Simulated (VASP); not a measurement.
Al2Cu, 3 atoms in the cell. Symmetry: Cm, No. 8, monoclinic system. Conventional cell: a = 7.000 Å, b = 4.061 Å, c = 4.061 Å, α = 90.00°, β = 125.46°, γ = 90.00°. Al (site symmetry m) has 1 Cu at 1.44 Å within 1.9 Å. Al (site symmetry m) has 4 Cu at 2.36 to 3.00 Å and 6 Al at 2.59 to 3.20 Å within 3.3 Å. Cu (site symmetry m) has 1 Al at 1.44 Å within 1.9 Å.  This cell differs from its parent crystal: shortest bond scaled by 0.58.

| Property | Result |
| --- | --- |
| Program | VASP 6.6.1 |
| Task | single point |
| Functional | r2SCAN |
| Potentials or basis | VASP PAW PBE potentials, release 64 (Al, Cu) |
| Cutoff | 520 eV |
| k mesh | 10 × 10 × 10 |
| Occupations | fermi-dirac, width 0.05 eV |
| Spin | no spin polarisation |
| Dipole correction | no |
| Further INCAR settings | ALGO = Normal; EDIFF = 1e-07; NBANDS = 16 |

Potentials or basis: VASP PAW PBE potentials, release 64 (Al, Cu).

Run with:

```bash
$ cat potpaw_PBE.64/Al/POTCAR potpaw_PBE.64/Cu/POTCAR > POTCAR
$ cp INCAR.step1 INCAR
$ mpirun -np 1 vasp_std > vasp.out
$ cp INCAR.step2 INCAR
$ mpirun -np 1 vasp_std > vasp.out
```

Hardware: 1 thread of Intel Xeon 8259CL (shared host).

Task: Estimate the wall time of this run.

Result: Wall time 17 min on 1 thread of Intel Xeon 8259CL, on a shared host, peak memory 0.33 GiB. Counts: k points 282.
